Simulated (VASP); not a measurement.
# Si2C3 (P-6m2) in VASP: further runs

Si2C3 is run at these levels: PBE; tasks: single point.

Program: VASP 6.6.1. These are calculated values, not measurements. Logs are shortened: lines on timing, memory, paths and dates and some standing lists are left out, and cuts for length are marked.

**1. The cell of the first run**

It takes space group P-6m2 (No. 187, hexagonal). The conventional cell has a = 2.766 Å, b = 2.766 Å, c = 13.959 Å, α = 90.00°, β = 90.00°, γ = 120.00°. Within 2.4 Å of Si (site symmetry 3m) lie 4 C at 1.80 to 1.96 Å. Within 3.1 Å of Si (site symmetry -6m2) lie 6 C at 2.35 Å and 8 Si at 2.55 to 2.77 Å. Si (site symmetry -6m2) has 2 C at 2.01 Å and 6 Si at 2.77 Å within 2.8 Å. Within 2.2 Å of C (site symmetry 3m) lie 3 C at 1.66 Å and 1 Si at 1.96 Å. C (site symmetry 3m) has 3 C at 1.66 Å and 1 Si at 2.01 Å within 2.2 Å. Within 2.4 Å of C (site symmetry 3m) lie 6 Si at 1.80 to 2.35 Å.

**2. Single point, PBE, collinear spin**

INCAR

```
PREC     = Accurate       # precision mode
ENCUT    = 520            # plane-wave cutoff, eV
EDIFF    = 1E-6           # SCF threshold, eV
ISMEAR   = 0              # smearing method
SIGMA    = 0.1            # smearing width, eV
LREAL    = False          # projectors in reciprocal space
LASPH    = True           # aspherical terms in the spheres
NELM     = 150            # most SCF steps
ALGO     = Normal         # electronic algorithm
ISIF     = 2              # what is computed and relaxed
LWAVE    = False          # write WAVECAR
LCHARG   = False          # write CHGCAR
ISPIN    = 2              # spin polarisation
MAGMOM   = 0 0 0 0 1 1 1 1 1 1 # initial moments
LORBIT   = 11             # projections on sites
GGA      = PE             # functional
NBANDS   = 35             # bands
```

KPOINTS

```
regular mesh
0
Gamma
  6 6 2
```

POSCAR

```
Si2C3
1.0
    2.7662584169      0.0000000000      0.0000000000
   -1.3831292085      2.3956500625      0.0000000000
    0.0000000000      0.0000000000     13.9593552479
Si C
4 6
Direct
    0.6666666667      0.3333333333      0.8173342668
    0.6666666667      0.3333333333      0.0000000000
    0.6666666667      0.3333333333      0.1826657332
    0.3333333333      0.6666666667      0.5000000000
    0.6666666667      0.3333333333      0.3229740016
    0.6666666667      0.3333333333      0.6770259984
    0.3333333333      0.6666666667      0.6443251886
    0.3333333333      0.6666666667      0.8763951458
    0.3333333333      0.6666666667      0.1236048542
    0.3333333333      0.6666666667      0.3556748114
```

Potentials or basis: VASP PAW PBE potentials, release 64 (Si, C).

On the command line:

```bash
$ cat potpaw_PBE.64/Si/POTCAR potpaw_PBE.64/C/POTCAR > POTCAR
$ mpirun -np 1 vasp_std > vasp.out
```

OUTCAR:

```text
PREC = Accurate
   ENCUT = 520
   EDIFF = 1E-6
   ISMEAR = 0
   LREAL = False
   LASPH = True
   NELM = 150
   ISIF = 2
   ISPIN = 2
   LORBIT = 11
   GGA = PE

 ion  position               nearest neighbor table
   1  0.667  0.333  0.817-   8 1.80   8 1.80   8 1.80   6 1.96   2 2.55
   2  0.667  0.333  0.000-   8 2.35   9 2.35   8 2.35   9 2.35   8 2.35   9 2.35   1 2.55   3 2.55

   3  0.667  0.333  0.183-   9 1.80   9 1.80   9 1.80   5 1.96   2 2.55
   4  0.333  0.667  0.500-   7 2.01  10 2.01
   5  0.667  0.333  0.323-  10 1.66  10 1.66  10 1.66   3 1.96
   6  0.667  0.333  0.677-   7 1.66   7 1.66   7 1.66   1 1.96
   7  0.333  0.667  0.644-   6 1.66   6 1.66   6 1.66   4 2.01
   8  0.333  0.667  0.876-   1 1.80   1 1.80   1 1.80   2 2.35   2 2.35   2 2.35
   9  0.333  0.667  0.124-   3 1.80   3 1.80   3 1.80   2 2.35   2 2.35   2 2.35
  10  0.333  0.667  0.356-   5 1.66   5 1.66   5 1.66   4 2.01

  LATTYP: Found a hexagonal cell.
 ALAT       =     2.7662584169
 C/A-ratio  =     5.0462947216

  Lattice vectors:

 A1 = (   2.7662584169,   0.0000000000,   0.0000000000)
 A2 = (  -1.3831292085,   2.3956500625,   0.0000000000)
 A3 = (   0.0000000000,   0.0000000000,  13.9593552479)

Analysis of symmetry for initial positions (statically):
=====================================================================
 Subroutine PRICEL returns:
 Original cell was already a primitive cell.

 Routine SETGRP: Setting up the symmetry group for a
 hexagonal supercell.

 Subroutine GETGRP returns: Found 12 space group operations
 (whereof 12 operations were pure point group operations)
 out of a pool of 24 trial point group operations.

The static configuration has the point symmetry D_3h.

Analysis of symmetry for dynamics (positions and initial velocities):
=====================================================================
 Subroutine PRICEL returns:
 Original cell was already a primitive cell.

 Routine SETGRP: Setting up the symmetry group for a
 hexagonal supercell.

 Subroutine GETGRP returns: Found 12 space group operations
 (whereof 12 operations were pure point group operations)
 out of a pool of 24 trial point group operations.

The dynamic configuration has the point symmetry D_3h.

Analysis of structural, dynamic, and magnetic symmetry:
=====================================================================
 Subroutine PRICEL returns:
 Original cell was already a primitive cell.

 Routine SETGRP: Setting up the symmetry group for a
 hexagonal supercell.

[... 158 lines left out ...]
 E-fermi :  10.2137     XC(G=0): -11.8638

 val. band max:       10.1975108123   @ k =   0.5000   0.0000   0.0000
 cond. band min:      10.2398970833   @ k =   0.3333   0.1667   0.0000
 fundamental gap:      0.0423862710
 Fermi energy:        10.2137382312

 spin component 1

 k-point     1 :       0.0000    0.0000    0.0000
  band No.  band energies     occupation
      1      -8.4903      1.00000
      2      -8.3338      1.00000
      3      -7.1724      1.00000
      4      -6.5732      1.00000
      5      -2.9072      1.00000
      6      -1.3304      1.00000
[... 479 lines left out ...]
     31      18.3270      0.00000
     32      18.5090      0.00000
 Fermi energy:        10.2137382312

 spin component 2

 k-point     1 :       0.0000    0.0000    0.0000
  band No.  band energies     occupation
      1      -8.4822      1.00000
      2      -8.3276      1.00000
      3      -7.1680      1.00000
      4      -6.5708      1.00000
      5      -2.8765      1.00000
      6      -1.2942      1.00000
[... 479 lines left out ...]
     31      18.3359      0.00000
     32      18.5228      0.00000
 [bands above 32 left out]

------------------------ aborting loop because EDIFF is reached ----------------------------------------

  FORCE on cell =-STRESS in cart. coord.  units (eV):
  Direction    XX          YY          ZZ          XY          YZ          ZX
  --------------------------------------------------------------------------------------
  -------------------------------------------------------------------------------------
  Total        0.0161133      0.0161133     -0.1066772     -0.0000000      0.0000000     -0.0000000
  in kB        0.2790695      0.2790695     -1.8475693     -0.0000000      0.0000000     -0.0000000
  external PRESSURE =      -0.4298101 kB  Pullay stress =       0.0000000 kB

 VOLUME and BASIS-vectors are now :
 -----------------------------------------------------------------------------
  energy-cutoff  :      520.00
  volume of cell :       92.51
      direct lattice vectors                 reciprocal lattice vectors
     2.766258417  0.000000000  0.000000000     0.361499126  0.208711618  0.000000000
    -1.383129208  2.395650063  0.000000000     0.000000000  0.417423235  0.000000000
     0.000000000  0.000000000 13.959355248     0.000000000  0.000000000  0.071636546

 POSITION                                       TOTAL-FORCE (eV/Angst)
 -----------------------------------------------------------------------------------
      1.38313      0.79855     11.40946        -0.000000     -0.000000      0.025202
      1.38313      0.79855      0.00000        -0.000000     -0.000000     -0.000000
      1.38313      0.79855      2.54990        -0.000000      0.000000     -0.025202
     -0.00000      1.59710      6.97968        -0.000000     -0.000000     -0.000000
      1.38313      0.79855      4.50851        -0.000000      0.000000     -0.008265
      1.38313      0.79855      9.45085        -0.000000      0.000000      0.008265
     -0.00000      1.59710      8.99436         0.000000     -0.000000      0.001858
     -0.00000      1.59710     12.23391         0.000000     -0.000000     -0.022575
     -0.00000      1.59710      1.72544         0.000000     -0.000000      0.022575
     -0.00000      1.59710      4.96499         0.000000      0.000000     -0.001858
 -----------------------------------------------------------------------------------
    total drift:                                0.000000     -0.000000     -0.000000

  FREE ENERGIE OF THE ION-ELECTRON SYSTEM (eV)
  ---------------------------------------------------
  free  energy   TOTEN  =       -69.6818801509 eV

  energy  without entropy=      -69.6679261143  energy(sigma->0) =      -69.67490313

 total charge

# of ion       s       p       d       tot
------------------------------------------
    1        0.733   1.069   0.000   1.802
    2        0.858   0.606   0.000   1.464
    3        0.733   1.069   0.000   1.802
    4        0.738   0.831   0.000   1.569
    5        0.813   1.535   0.000   2.348
    6        0.813   1.535   0.000   2.348
    7        0.819   1.510   0.000   2.329
    8        0.868   1.721   0.000   2.589
    9        0.868   1.721   0.000   2.589
   10        0.819   1.510   0.000   2.329
--------------------------------------------------
tot          8.062  13.106   0.000  21.169

 magnetization (x)

# of ion       s       p       d       tot
------------------------------------------
    1        0.000   0.001   0.000   0.001
    2        0.001   0.002   0.000   0.003
    3        0.000   0.001   0.000   0.001
    4        0.004   0.017   0.000   0.021
    5       -0.000   0.001   0.000   0.001
    6       -0.000   0.001   0.000   0.001
    7        0.002   0.004   0.000   0.005
    8        0.000  -0.000   0.000   0.000
    9        0.000  -0.000   0.000   0.000
   10        0.002   0.004   0.000   0.005
--------------------------------------------------
tot          0.009   0.028   0.000   0.037
```

stdout:

```text
POSCAR found type information on POSCAR SiC
 POSCAR found :  2 types and      10 ions
 scaLAPACK will be used
 LDA part: xc-table for (Slater+PW92), standard interpolation
 POSCAR, INCAR and KPOINTS ok, starting setup
 FFT: planning ... GRIDC
 FFT: planning ... GRID_SOFT
 FFT: planning ... GRID
 WAVECAR not read
 entering main loop
```

Wall time 3.3 min (1 thread of Intel Xeon Platinum 8375C at 2.90GHz (Ice Lake), shared host); peak memory 0.3 GiB.

What came out:

| Property | Result |
| --- | --- |
| Free energy | -69.6819 eV |
| Pressure | 0.0 GPa |
| Largest force | 0.025 eV/Å |
| Net moment | 0.10 μB per cell |
| Site moments | Si +0.00, +0.02 (each value once); C +0.00, +0.01 (each value once) μB |
| Valence electrons inside the program's atomic spheres | Si 1.80, 1.46, 1.57 (each value once); C 2.35, 2.33, 2.59 (each value once) |

Forces on the atoms (eV/Å):
```
Si   0.000  0.000  0.025
Si   0.000  0.000  0.000
Si   0.000  0.000 -0.025
Si   0.000  0.000  0.000
C    0.000  0.000 -0.008
C    0.000  0.000  0.008
C    0.000  0.000  0.002
C    0.000  0.000 -0.023
C    0.000  0.000  0.023
C    0.000  0.000 -0.002
```

Levels at points of the mesh, in eV from the Fermi level:
Spin up:
```
           k point  band 18  band 19  band 20  band 21  band 22  band 23
(0.00, 0.00, 0.00)    -0.75    -0.75     1.76     4.15     4.16     4.28
(0.50, 0.00, 0.00)    -3.22    -3.00    -2.91    -0.06     0.31     1.69
(0.00, 0.00, 0.50)    -0.75     0.45     0.71     4.14     4.16     4.28
(0.50, 0.00, 0.50)    -3.22    -3.12    -3.00    -0.35     1.00     1.27
```
Spin down:
| k point | band 16 | band 17 | band 18 | band 19 | band 20 | band 21 | band 22 | band 23 | band 24 | band 25 |
| --- | --- | --- | --- | --- | --- | --- | --- | --- | --- | --- |
| (0.00, 0.00, 0.00) | -0.88 | -0.88 | -0.75 | -0.75 | 1.79 | 4.15 | 4.17 | 4.29 | 4.29 | 4.41 |
| (0.50, 0.00, 0.00) | -4.25 | -3.63 | -3.22 | -3.00 | -2.87 | -0.02 | 0.32 | 1.72 | 2.75 | 3.24 |
| (0.00, 0.00, 0.50) | -0.88 | -0.75 | -0.75 | 0.45 | 0.75 | 4.15 | 4.17 | 4.29 | 4.29 | 4.41 |
| (0.50, 0.00, 0.50) | -4.21 | -3.22 | -3.20 | -3.11 | -3.00 | -0.31 | 1.00 | 1.31 | 2.63 | 3.26 |

Caveat: the k points lie up to 0.44 Å⁻¹ apart.

**3. Single point, PBE**

INCAR

```
ALGO = Normal ; EDIFF = 1E-7
ENCUT = 520 ; GGA = PE
ISIF = 2 ; ISMEAR = 0
LASPH = T ; LCHARG = F
LREAL = F ; LWAVE = F
NBANDS = 31 ; NELM = 60
PREC = Accurate ; SIGMA = 0.1
```

KPOINTS

```
k-points
0
Gamma
  18 18 4
```

POSCAR

```
Si2C3
1.0
    2.7673238609      0.0000000000      0.0000000000
   -1.3836619305      2.3965727640      0.0000000000
    0.0000000000      0.0000000000     13.9332040351
Si C
4 6
Direct
    0.6666666667      0.3333333333      0.8171461501
    0.6666666667      0.3333333333      0.0000000000
    0.6666666667      0.3333333333      0.1828538499
    0.3333333333      0.6666666667      0.5000000000
    0.6666666667      0.3333333333      0.3234933742
    0.6666666667      0.3333333333      0.6765066258
    0.3333333333      0.6666666667      0.6429829274
    0.3333333333      0.6666666667      0.8763948112
    0.3333333333      0.6666666667      0.1236051888
    0.3333333333      0.6666666667      0.3570170726
```

Potentials or basis: VASP PAW PBE potentials, release 64 (Si, C).

On the command line:

```bash
$ cat potpaw_PBE.64/Si/POTCAR potpaw_PBE.64/C/POTCAR > POTCAR
$ mpirun -np 1 vasp_std > vasp.out
```

Run time: 5.3 min. Hardware: 1 thread of Intel Xeon Platinum 8375C at 2.90GHz (Ice Lake), shared host; peak memory 0.37 GiB.

The run converged. Its results:

| Item | Value |
| --- | --- |
| Free energy | -69.7679 eV |
| Pressure | 0.0 GPa |
| Largest force | 0.016 eV/Å |
| Band gap on the k mesh | zero (bands 20 and 21 overlap by 4.15 eV) |

Forces on the atoms (eV/Å):
```
Si   0.000  0.000  0.015
Si   0.000  0.000  0.000
Si   0.000  0.000 -0.015
Si   0.000  0.000  0.000
C    0.000  0.000 -0.013
C    0.000  0.000  0.013
C    0.000  0.000 -0.003
C    0.000  0.000 -0.016
C    0.000  0.000  0.016
C    0.000  0.000  0.003
```

Stress tensor (GPa, compression positive):
```
 0.09  0.00  0.00
 0.00  0.09  0.00
 0.00  0.00 -0.17
```

Levels at points of the mesh, in eV from the Fermi level:
```csv
k point,band 18,band 19,band 20,band 21,band 22,band 23
"(0.00, 0.00, 0.00)",-0.50,-0.50,2.02,4.43,4.46,4.53
"(0.50, 0.00, 0.00)",-2.97,-2.75,-2.58,0.29,0.58,2.00
"(0.00, 0.00, 0.50)",-0.50,0.74,0.98,4.43,4.46,4.53
"(0.50, 0.00, 0.50)",-2.93,-2.84,-2.75,-0.02,1.28,1.60
```

The gap in the log of VASP goes by the Fermi energy; the results here count the filled bands.